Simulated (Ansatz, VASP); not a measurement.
**ZrNbGe2: VASP beside Ansatz**

```
Zr Nb Ge
1.0
     3.79573    0.00000    0.00000
     0.00000    3.79573    0.00000
     0.00000    0.00000    5.35806
Zr Nb Ge
1 1 2
Direct
  0.00000 0.00000 0.00000
  0.50000 0.50000 0.50000
  0.00000 0.00000 0.50000
  0.50000 0.50000 0.00000
```

Change from the starting cell: species swapped into the LiGdS2 type (P4/mmm, No. 123).

Alike in both runs: functional PBE; k mesh 12 × 12 × 10; occupations gaussian, width 0.1 eV; no spin polarisation.

Ansatz relaxed the structure, and its values are those at the end. VASP's run is a single point on that final structure, the one shown.

|  | VASP | Ansatz |
| --- | --- | --- |
| version | VASP 6.6.1 | Ansatz 0.2.0 |
| potentials or method | VASP PAW PBE potentials, release 64 (Zr_sv, Nb_sv, Ge_d), cutoff 520 eV | scalar-relativistic, plane waves, PAW |
| valence electrons in the cell | 53 | 53 |

```csv
,VASP,Ansatz,Ansatz less VASP
gap on the k mesh at the Fermi level (eV),none,none,-
pressure (GPa),0.0,0.0,+0.02
```

A gap of «none» marks a metal or a gap that the smearing closes.
